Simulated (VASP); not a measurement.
Bi:

```xyz
2
Lattice="3.4886 -3.1326 0.0000 3.4886 3.1326 0.0000 -1.2602 0.0000 3.1136" Properties=species:S:1:pos:R:3 pbc="T T T"
Bi    4.1738    0.0000    2.6695
Bi    1.5432    0.0000    0.4440
```

Base run:

```yaml
Program: VASP 6.6.1
Functional: r2SCAN
Potentials_or_basis: VASP PAW PBE potentials, release 64 (Bi_d)
Cutoff: 520 eV
k_mesh: 6 × 6 × 9
Occupations: fermi-dirac, width 0.05 eV
Spin: no spin polarisation
```

Its results: band gap on the k mesh zero (band 15 reaches 10.00 eV, above the bottom of band 16 at 4.88 eV); pressure -0.9 GPa; largest force 0.144 eV/Å.

Task: The run is repeated on the same cell with these changes: functional from r2SCAN to PBEsol; further incar settings from ALGO = Normal; EDIFF = 1e-06; NBANDS = 22 to ALGO = Fast; EDIFF = 1e-07; NBANDS = 22. What comes out?

Result: Band gap on the k mesh zero (band 15 reaches 9.75 eV, above the bottom of band 16 at 4.90 eV); pressure -2.5 GPa; largest force 0.057 eV/Å.

Caveats: the PAW data sets were made with another functional, which shifts forces and pressure a little; spin-orbit coupling is left out, which moves the levels of the heavy elements.
